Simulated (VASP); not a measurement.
# CdF2 (P1) in VASP: further runs

The runs below take CdF2 through single point, with PBEsol.

All numbers are computed with VASP 6.6.1; they aren't measurements. Logs are shortened: lines on timing, memory, paths and dates and some standing lists are left out, and cuts for length are marked.

## 1. The cell of the first run

The typed cell holds 24 atoms: a = 7.620 Å, b = 7.620 Å, c = 7.620 Å, α = 60.00°, β = 60.00°, γ = 60.00°.

## 2. Single point, PBEsol

INCAR

```
SYSTEM = CdF2
PREC     = Accurate       ! precision mode
ENCUT    = 520            ! plane-wave cutoff, eV
EDIFF    = 1E-7           ! SCF threshold, eV
ISMEAR   = -1             ! smearing method
SIGMA    = 0.19           ! smearing width, eV
LREAL    = Auto         
LASPH    = .True.         ! aspherical terms in the spheres
NELM     = 100            ! most SCF steps
ALGO     = Normal         ! electronic algorithm
ISIF     = 2              ! what is computed and relaxed
LWAVE    = .False.        ! write WAVECAR
LCHARG   = .False.        ! write CHGCAR
GGA      = PS             ! functional
NBANDS   = 122            ! bands
```

KPOINTS

```
Automatic mesh
0
Gamma
  2 2 2
  0 0 0
```

POSCAR

```
CdF2
1.0
    0.0000000000      5.3883553621      5.3883553621
    5.3883553621      0.0000000000      5.3883553621
    5.3883553621      5.3883553621      0.0000000000
Cd F
8 16
Direct
   -0.0057523118     -0.0074986702     -0.0162618265
    0.0096341085     -0.0117729800      0.4874212674
   -0.0172199110      0.5149723456      0.0182807171
   -0.0054607571      0.5022635513      0.5209276878
    0.4977988310      0.0083088432     -0.0028749032
    0.4924883980     -0.0030661489      0.4918481284
    0.5205726630      0.5014211793     -0.0182407234
    0.5079470109      0.4901898302      0.5140156530
    0.1159661823      0.0903167975      0.1374684760
    0.3756048672      0.4095239367      0.3867208749
    0.1045130587      0.1314843681      0.6385511476
    0.4148438345      0.3615834274      0.8799993099
    0.1401654956      0.5988000574      0.1625136876
    0.3711190828      0.9071069318      0.3673463176
    0.1658768659      0.5654188143      0.6432340236
    0.3845337512      0.8716248622      0.8567446261
    0.6007171544      0.1123447619      0.1327283470
    0.8484892315      0.4166253614      0.3674721445
    0.6016752389      0.1352241920      0.6399282839
    0.8829891832      0.3730465726      0.8810260610
    0.6456066399      0.6023106833      0.0928719371
    0.8805438174      0.8711810348      0.3858229200
    0.6028469323      0.6617522900      0.5916379462
    0.8644609880      0.9223189018      0.8648327155
```

Potentials or basis: VASP PAW PBE potentials, release 64 (Cd, F).

Command:

```sh
cat potpaw_PBE.64/Cd/POTCAR potpaw_PBE.64/F/POTCAR > POTCAR
mpirun -np 1 vasp_std > vasp.out
```

OUTCAR:

```text
SYSTEM = CdF2
   PREC = Accurate
   ENCUT = 520
   EDIFF = 1E-7
   ISMEAR = -1
   LREAL = Auto
   LASPH = .True.
   NELM = 100
   ISIF = 2
   GGA = PS

 ion  position               nearest neighbor table
   1  0.994  0.993  0.984-  24 2.00  11 2.15   9 2.33  20 2.38  16 2.43  17 2.45  13 2.49  22 2.51
                             3 3.56   5 3.68   4 3.72   2 3.74   7 3.75   6 3.77
   2  0.010  0.988  0.487-  22 2.17   9 2.18  14 2.27  24 2.38  11 2.43  19 2.54  15 2.64  18 2.67
                             4 3.64   6 3.73   5 3.73   1 3.74
   3  0.983  0.515  0.018-  21 2.14  18 2.18  20 2.36  15 2.39  13 2.42  24 2.54   9 2.65  12 2.69
                             1 3.56   8 3.70   7 3.72   5 3.73
   4  0.995  0.502  0.521-  13 2.24  20 2.24  15 2.26  22 2.30  11 2.31  10 2.38  18 2.41  23 2.47
                             7 3.56   2 3.64   1 3.72   8 3.78
   5  0.498  0.008  0.997-  17 2.14  12 2.21  19 2.22  24 2.29  14 2.31   9 2.40  16 2.43  21 2.54
                             1 3.68   8 3.68   6 3.71   3 3.73   2 3.73
   6  0.492  0.997  0.492-  23 2.09  14 2.09  17 2.24  16 2.27  11 2.42  22 2.42  19 2.47  10 2.59
                             5 3.71   8 3.72   2 3.73   7 3.76   1 3.77
   7  0.521  0.501  0.982-  21 2.10  12 2.17  20 2.26  16 2.31  13 2.39  17 2.44  23 2.45  10 2.54
                             4 3.56   8 3.66   3 3.72   1 3.75   6 3.76
   8  0.508  0.490  0.514-  10 2.13  18 2.14  15 2.14  23 2.17  19 2.21  12 2.29  14 2.59  21 2.63
                             7 3.66   5 3.68   3 3.70   6 3.72   4 3.78
   9  0.116  0.090  0.137-   2 2.18   1 2.33   5 2.40   3 2.65
  10  0.376  0.410  0.387-   8 2.13   4 2.38   7 2.54   6 2.59
  11  0.105  0.131  0.639-   1 2.15   4 2.31   6 2.42   2 2.43
  12  0.415  0.362  0.880-   7 2.17   5 2.21   8 2.29   3 2.69
  13  0.140  0.599  0.163-   4 2.24   7 2.39   3 2.42   1 2.49
  14  0.371  0.907  0.367-   6 2.09   2 2.27   5 2.31   8 2.59
[... 8 lines left out ...]
  23  0.603  0.662  0.592-   6 2.09   8 2.17   7 2.45   4 2.47
  24  0.864  0.922  0.865-   1 2.00   5 2.29   2 2.38   3 2.54

  LATTYP: Found a face centered cubic cell.
 ALAT       =    10.7767107242

  Lattice vectors:

 A1 = (   0.0000000000,   5.3883553621,   5.3883553621)
 A2 = (   5.3883553621,   0.0000000000,   5.3883553621)
 A3 = (   5.3883553621,   5.3883553621,   0.0000000000)

Analysis of symmetry for initial positions (statically):
=====================================================================
 Subroutine PRICEL returns:
 Original cell was already a primitive cell.

 Routine SETGRP: Setting up the symmetry group for a
 face centered cubic supercell.

 Subroutine GETGRP returns: Found  1 space group operations
 (whereof  1 operations were pure point group operations)
 out of a pool of 48 trial point group operations.

The static configuration has the point symmetry C_1 .

Analysis of symmetry for dynamics (positions and initial velocities):
=====================================================================
 Subroutine PRICEL returns:
 Original cell was already a primitive cell.

 Routine SETGRP: Setting up the symmetry group for a
 face centered cubic supercell.

 Subroutine GETGRP returns: Found  1 space group operations
 (whereof  1 operations were pure point group operations)
 out of a pool of 48 trial point group operations.

The dynamic configuration has the point symmetry C_1 .

 Subroutine INISYM returns: Found  1 space group operations
 (whereof  1 operations are pure point group operations),
 and found     1 'primitive' translations

----------------------------------------------------------------------------------------

                                     Primitive cell

  volume of cell :     312.8950

  direct lattice vectors                    reciprocal lattice vectors
     0.000000000  5.388355362  5.388355362    -0.092792692  0.092792692  0.092792692
     5.388355362  0.000000000  5.388355362     0.092792692 -0.092792692  0.092792692
     5.388355362  5.388355362  0.000000000     0.092792692  0.092792692 -0.092792692

  length of vectors
     7.620285232  7.620285232  7.620285232     0.160721657  0.160721657  0.160721657

  position of ions in fractional coordinates (direct lattice)
     0.994247688  0.992501330  0.983738174
     0.009634109  0.988227020  0.487421267
     0.982780089  0.514972346  0.018280717
     0.994539243  0.502263551  0.520927688
     0.497798831  0.008308843  0.997125097
     0.492488398  0.996933851  0.491848128
[... 16 lines left out ...]
     0.602846932  0.661752290  0.591637946
     0.864460988  0.922318902  0.864832716

  ion indices of the primitive-cell ions
   primitive index   ion index
                 1           1
                 2           2
                 3           3
                 4           4
                 5           5
                 6           6
[... 16 lines left out ...]
                23          23
                24          24

----------------------------------------------------------------------------------------

 KPOINTS: Automatic mesh

Automatic generation of k-mesh.
 Grid dimensions read from file:
 generate k-points for:    2    2    2

 Generating k-lattice:

  Cartesian coordinates                     Fractional coordinates (reciprocal lattice)
    -0.046396346  0.046396346  0.046396346     0.500000000  0.000000000  0.000000000
     0.046396346 -0.046396346  0.046396346     0.000000000  0.500000000  0.000000000
     0.046396346  0.046396346 -0.046396346     0.000000000  0.000000000  0.500000000

  Length of vectors
     0.080360829  0.080360829  0.080360829

  Shift w.r.t. Gamma in fractional coordinates (k-lattice)
     0.000000000  0.000000000  0.000000000

 Subroutine IBZKPT returns following result:
 ===========================================

 Found      8 irreducible k-points:

 Following reciprocal coordinates:
            Coordinates               Weight
  0.000000  0.000000  0.000000      1.000000
  0.500000  0.000000  0.000000      1.000000
  0.000000  0.500000  0.000000      1.000000
  0.000000  0.000000  0.500000      1.000000
  0.500000  0.500000  0.500000      1.000000
  0.500000  0.500000  0.000000      1.000000
  0.000000  0.500000  0.500000      1.000000
  0.500000  0.000000  0.500000      1.000000
   k-points           NKPTS =      8   k-points in BZ     NKDIM =      8   number of bands    NBANDS=    122
   number of dos      NEDOS =    301   number of ions     NIONS =     24
   total plane-waves  NPLWV = 216000
   dimension x,y,z NGX =    60 NGY =   60 NGZ =   60
   dimension x,y,z NGXF=   120 NGYF=  120 NGZF=  120
   ions per type =               8  16
   NGX,Y,Z   is equivalent  to a cutoff of  13.09, 13.09, 13.09 a.u.
   NGXF,Y,Z  is equivalent  to a cutoff of  26.18, 26.18, 26.18 a.u.
 SYSTEM =  CdF2
   PREC   = accura    normal or accurate (medium, high low for compatibility)
   ISTART =      0    job   : 0-new  1-cont  2-samecut
   ICHARG =      2    charge: 1-file 2-atom 10-const
   ISPIN  =      1    spin polarized calculation?
   LNONCOLLINEAR =      F non collinear calculations
   LSORBIT =      F    spin-orbit coupling
   LASPH  =      T    aspherical Exc in radial PAW
   ENCUT  =  520.0 eV  38.22 Ry    6.18 a.u.  14.17 14.17 14.17*2*pi/ulx,y,z
   NELM   =    100;   NELMIN=  2; NELMDL= -5     # of ELM steps
   EDIFF  = 0.1E-06   stopping-criterion for ELM
   LREAL  =      T    real-space projection
   EDIFFG = 0.1E-05   stopping-criterion for IOM
   NSW    =      0    number of steps for IOM
   IBRION =     -1    ionic relax: 0-MD 1-quasi-New 2-CG
   NFREE  =      0    steps in history (QN), initial steepest desc. (CG)
   ISIF   =      2    stress and relaxation
   ISYM   =      2    0-nonsym 1-usesym 2-fastsym
   POTIM  = 0.5000    time-step for ionic-motion
   TEBEG  =    0.0;   TEEND  =   0.0 temperature during run
   PSTRESS=    0.0 pullay stress
   NELECT =     208.0000    total number of electrons
   NUPDOWN=      -1.0000    fix difference up-down
   EMIN   =  10.00;   EMAX   =-10.00  energy-range for DOS
   EFERMI =   0.00;   METHOD = LEGACY
   ISMEAR =    -1;   SIGMA  =   0.19  broadening in eV -4-tet -1-fermi 0-gaus
   EFERMI_NEDOS =   21; number of points for ismear=-14 and -15
   IALGO  =     38    algorithm
   IMIX   =      4    mixing-type and parameters
     AMIX     =   0.40;   BMIX     =  1.00
     AMIX_MAG =   1.60;   BMIX_MAG =  1.00
  volume/ion in A,a.u.               =      13.04        87.98
  Fermi-wavevector in a.u.,A,eV,Ry     =   1.428772  2.699988 27.774804  2.041391
  Thomas-Fermi vector in A             =   2.548798
   LORBIT       =      0    0 simple, 1 ext, 2 COOP (PROOUT), +10 PAW based schemes
   GGA     = PS    functional components
   LHFCALC =     F    Hartree Fock is set to
   AEXX    =    0.0000 exact exchange contribution
   IVDW    =     0    specifies the selected vdW correction
   LEPSILON=     F    determine dielectric tensor
   LRPA    =     F    only Hartree local field effects (RPA)
 non-spin polarized calculation
  energy-cutoff  :      520.00
  volume of cell :      312.90
 maximum number of plane-waves:      8424
 NGX is ok and might be reduce to    60
   NGX = 29   NGY = 29   NGZ = 29

 number of electron     208.0000003 magnetization

 Free energy of the ion-electron system (eV)
  ---------------------------------------------------
  ext. energy  EPLUGINS =         0.00000000
  ---------------------------------------------------
  free energy    TOTEN  =       -89.31675358 eV

  energy without entropy =      -89.31043215  energy(sigma->0) =      -89.31359286

 E-fermi :   0.4887     XC(G=0): -10.6839

 val. band max:       -0.8405256159   @ k =   0.0000   0.0000   0.0000
 cond. band min:       1.3870046333   @ k =   0.0000   0.0000   0.0000
 fundamental gap:      2.2275302492
 Fermi energy:         0.4886523102

 k-point     1 :       0.0000    0.0000    0.0000
  band No.  band energies     occupation
      1     -22.5625      2.00000
      2     -22.2272      2.00000
      3     -21.9895      2.00000
      4     -21.8919      2.00000
      5     -21.7619      2.00000
      6     -21.7554      2.00000
[... 108 lines left out ...]
    115       7.3593      0.00000
    116       7.7225      0.00000
[... 831 lines left out ...]
    115       8.5537      0.00000
    116       8.8022      0.00000
 [bands above 116 left out]

------------------------ aborting loop because EDIFF is reached ----------------------------------------

  FORCE on cell =-STRESS in cart. coord.  units (eV):
  Direction    XX          YY          ZZ          XY          YZ          ZX
  --------------------------------------------------------------------------------------
  -------------------------------------------------------------------------------------
  Total       11.7804723     11.8435451     12.8841670      4.3281039      3.5122265      1.1106580
  in kB       60.3218425     60.6448068     65.9733051     22.1620318     17.9843362      5.6871181
  external PRESSURE =      62.3133181 kB  Pullay stress =       0.0000000 kB

 VOLUME and BASIS-vectors are now :
 -----------------------------------------------------------------------------
  energy-cutoff  :      520.00
  volume of cell :      312.90
      direct lattice vectors                 reciprocal lattice vectors
     0.000000000  5.388355362  5.388355362    -0.092792692  0.092792692  0.092792692
     5.388355362  0.000000000  5.388355362     0.092792692 -0.092792692  0.092792692
     5.388355362  5.388355362  0.000000000     0.092792692  0.092792692 -0.092792692

 POSITION                                       TOTAL-FORCE (eV/Angst)
 -----------------------------------------------------------------------------------
     10.64868     10.65809     10.70531         1.924985      2.652080      1.064536
      7.95132      2.67831      5.37683         0.874629      0.313897      0.022875
      2.87336      5.39407      8.07042        -1.098454      0.509506      0.781341
      5.51332      8.16587      8.06531        -0.529438     -0.130182      0.167011
      5.41764      8.05518      2.72709        -0.689333     -0.693323     -1.283681
      8.02209      5.30396      8.02554         2.130081      0.229639      1.815615
[... 16 lines left out ...]
      6.75371      6.43631      6.81411        -0.520232      1.787836     -0.442755
      9.62981      9.31805      9.62781        -2.228335     -0.938440     -1.848080
 -----------------------------------------------------------------------------------
    total drift:                               -0.001293      0.003194      0.005618

  FREE ENERGIE OF THE ION-ELECTRON SYSTEM (eV)
  ---------------------------------------------------
  free  energy   TOTEN  =       -89.3167535791 eV

  energy  without entropy=      -89.3104321498  energy(sigma->0) =      -89.31359286
```

It took 9.3 min on 1 thread of Intel Xeon Platinum 8488C (Sapphire Rapids), shared host; peak memory 0.57 GiB.

Results:

| Property | Result |
| --- | --- |
| Free energy | -89.3168 eV |
| Pressure | 6.2 GPa |
| Largest force | 3.446 eV/Å |
| Band gap on the k mesh | 2.23 eV |

Forces on the atoms (eV/Å):
```
Cd   1.925  2.652  1.065
Cd   0.875  0.314  0.023
Cd  -1.098  0.510  0.781
Cd  -0.529 -0.130  0.167
Cd  -0.689 -0.693 -1.284
Cd   2.130  0.230  1.816
Cd   0.362 -0.370 -0.962
Cd  -0.029 -0.415  0.195
F    0.042 -0.353  0.995
F   -1.939 -0.557 -0.687
F   -0.793 -0.752  0.926
F    0.755 -0.904 -0.235
F   -0.515 -1.248  0.194
F   -0.854 -1.133 -1.804
F    2.692 -0.487 -0.363
F    0.447  0.065 -0.286
F    0.697  1.286  1.515
F   -0.790  1.031  0.123
F   -1.171  0.389  0.060
F   -0.536 -0.086 -0.241
F    1.788  0.031  0.884
F   -0.019 -0.229 -0.590
F   -0.520  1.788 -0.443
F   -2.228 -0.938 -1.848
```

Stress tensor (GPa, compression positive):
```
6.03 2.22 0.57
2.22 6.06 1.80
0.57 1.80 6.60
```

Caveat: the k points lie up to 0.50 Å⁻¹ apart; the atoms stand as in a frame of molecular dynamics; the PAW data sets were made with another functional, which shifts forces and pressure a little.

[end of part 1 of 2]
